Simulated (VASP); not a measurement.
**Si: single point with PBEsol**

System: Si, a slab with vacuum.

```
Si
1.0
     3.84172    0.00000    0.00000
     0.00000    5.43301    0.00000
     0.00000    0.00000   22.76258
Si
8
Direct
  0.50000 0.00000 0.37342
  0.00000 0.25000 0.37342
  0.00000 0.50000 0.45781
  0.50000 0.75000 0.45781
  0.50000 0.00465 0.54229
  0.00000 0.24535 0.54229
  0.00000 0.51066 0.62094
  0.50000 0.73934 0.62094
```

- Program: VASP 6.6.1
- Task: single point
- Functional: PBEsol
- Potentials or basis: VASP PAW PBE potentials, release 64 (Si)
- Cutoff: 520 eV
- k mesh: 8 × 6 × 1
- Occupations: gaussian, width 0.05 eV
- Spin: no spin polarisation
- Dipole correction: yes
- Further INCAR settings: ALGO = Normal; EDIFF = 1e-07; NBANDS = 26

The largest force is 0.451 eV/Å. The band gap on the k mesh is zero (bands 16 and 17 overlap by 0.29 eV).

Forces in eV/Å, atoms in the order of the input:
```
Si   0.000  0.408  0.193
Si   0.000 -0.408  0.193
Si   0.000  0.068 -0.202
Si   0.000 -0.068 -0.202
Si   0.000  0.009 -0.005
Si   0.000 -0.009 -0.005
Si   0.000 -0.016  0.013
Si   0.000  0.016  0.013
```

Levels at points of the mesh, in eV from the Fermi level:
```csv
k point,band 13,band 14,band 15,band 16,band 17,band 18,band 19,band 20
"(0.00, 0.00, 0.00)",-0.92,-0.82,-0.24,-0.04,0.46,0.84,1.78,1.88
"(0.50, 0.00, 0.00)",-2.34,-2.34,-0.69,-0.69,0.20,0.20,1.67,1.67
"(0.00, 0.50, 0.00)",-1.40,-1.10,-0.47,-0.24,0.17,0.29,2.03,2.13
"(0.50, 0.50, 0.00)",-1.79,-1.79,-0.71,-0.71,0.55,0.55,2.91,2.91
```

It took 14 min on 1 thread of Intel Xeon 8259CL, on a shared host, peak memory 0.57 GiB.

Caveat: the PAW data sets were made with another functional, which shifts forces and pressure a little.
